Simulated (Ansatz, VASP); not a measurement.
Two plane-wave programs on GaN

INCAR

```
SYSTEM = GaN
ALGO     = Normal         ! electronic algorithm
EDIFF    = 1E-6           ! SCF threshold, eV
ENCUT    = 600            ! plane-wave cutoff, eV
GGA      = LIBXC          ! functional
GGA_COMPAT= .FALSE.      
ISIF     = 2              ! what is computed and relaxed
ISMEAR   = -1             ! smearing method
LASPH    = .TRUE.         ! aspherical terms in the spheres
LCHARG   = .FALSE.        ! write CHGCAR
LIBXC1   = GGA_X_B88    
LIBXC2   = GGA_C_PBE    
LREAL    = .FALSE.        ! projectors in reciprocal space
LWAVE    = .FALSE.        ! write WAVECAR
NBANDS   = 26             ! bands
NELM     = 120            ! most SCF steps
PREC     = Accurate       ! precision mode
SIGMA    = 0.05           ! smearing width, eV
```

The input KPOINTS:

```
k-points
0
G
  10 10 5
  0 0 0
```

File POSCAR:

```
GaN
1.0
    3.1586570750      0.0000000000      0.0000000000
   -1.5793285375      2.7354772688      0.0000000000
    0.0000000000      0.0000000000      5.1313278144
Ga N
2 2
Direct
    0.6666666667      0.3333333333      0.5000000000
    0.3333333333      0.6666666667      0.0000000000
    0.6666666667      0.3333333333      0.8750000000
    0.3333333333      0.6666666667      0.3750000000
```

input.yaml

```yaml
crystal:
  lattice:
    - [3.158657075, 0.0, 0.0]
    - [-1.5793285375, 2.7354772688, 0.0]
    - [0.0, 0.0, 5.1313278144]
  atoms:
    - { symbol: Ga, position: [0.6666666667, 0.3333333333, 0.5] }
    - { symbol: Ga, position: [0.3333333333, 0.6666666667, 0.0] }
    - { symbol: "N", position: [0.6666666667, 0.3333333333, 0.875] }
    - { symbol: "N", position: [0.3333333333, 0.6666666667, 0.375] }
hamiltonian:
  xc: { exchange: b88, correlation: pbe }
  pseudopotentials: { kind: paw }
kpoints:
  mp_grid: { grid: [10, 10, 5] }
scf:
  occupations: { method: fermi_dirac, width: 0.05 }
output:
  forces: true
  stress: true
  eigenvalues: true
```

Alike in both runs: task single point; functional b88 exchange, pbe correlation; k mesh 10 × 10 × 5; occupations fermi-dirac, width 0.05 eV; no spin polarisation.

|  | VASP | Ansatz |
| --- | --- | --- |
| version | VASP 6.6.1 | Ansatz 0.2.0 |
| potentials or method | VASP PAW PBE potentials, release 64 (Ga_d, N) | Ansatz PAW |
| plane-wave cutoff (eV) | 600 | 420 |
| valence electrons in the cell | 36 | 36 |

```csv
,VASP,Ansatz,Ansatz less VASP
gap on the k mesh at the Fermi level (eV),2.11,2.09,-0.022
least direct gap on the mesh (eV),2.11,2.09,-0.022
pressure (GPa),11.1,11.2,+0.09
"traceless stress, the component that is largest in VASP (GPa)",1.58,1.57,-0.010
rms of the force components (eV/Å),0.081,0.082,+0.0009
```

VASP's potentials were made for PBE, not for b88 exchange, pbe correlation. Atom by atom the forces differ by 0.001 eV/Å (rms over components). The functional is the same, so the differences come from potentials, cutoffs and numerics.

Noted on Ansatz's run: odd divisions of the mesh miss points on the zone boundary, where band edges often lie, so the gap on the mesh can be too wide.
